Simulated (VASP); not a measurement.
Input of a VASP 6.6.1 run:

INCAR

```
ALGO = Normal
EDIFF = 1E-8
ENCUT = 520
ISIF = 2
ISMEAR = -1
LASPH = True
LCHARG = False
LEFG = True
LREAL = False
LWAVE = False
NBANDS = 16
NELM = 80
PREC = Accurate
SIGMA = 0.03
```

KPOINTS

```
k-points
0
Gamma
  8 8 8
```

File POSCAR:

```
CdSe
1.0
    0.0000000000      2.9781630626      3.0702711986
    2.9781630626      0.0000000000      3.0702711986
    2.9781630626      2.9781630626      0.0000000000
Cd Se
1 1
Direct
    0.0000000000      0.0000000000      0.0000000000
    0.2500000000      0.2500000000      0.2500000000
```

Potentials or basis: VASP PAW LDA potentials, release 64 (Cd, Se).

The run is started by

```console
$ cat potpaw_LDA.64/Cd/POTCAR potpaw_LDA.64/Se/POTCAR > POTCAR
$ mpirun -np 1 vasp_std > vasp.out
```

(1) What does it give for the band gap on the k mesh?

(2) What does it give for the pressure?

Results:

(1) 0.39 eV, direct.

(2) 0.2 GPa.

Caveat: the cell differs from its parent crystal (equal xx and yy strain of -3 %); without QUAD_EFG the Cq values of the log hold for a quadrupole moment of 1 mb, not for the nuclei.
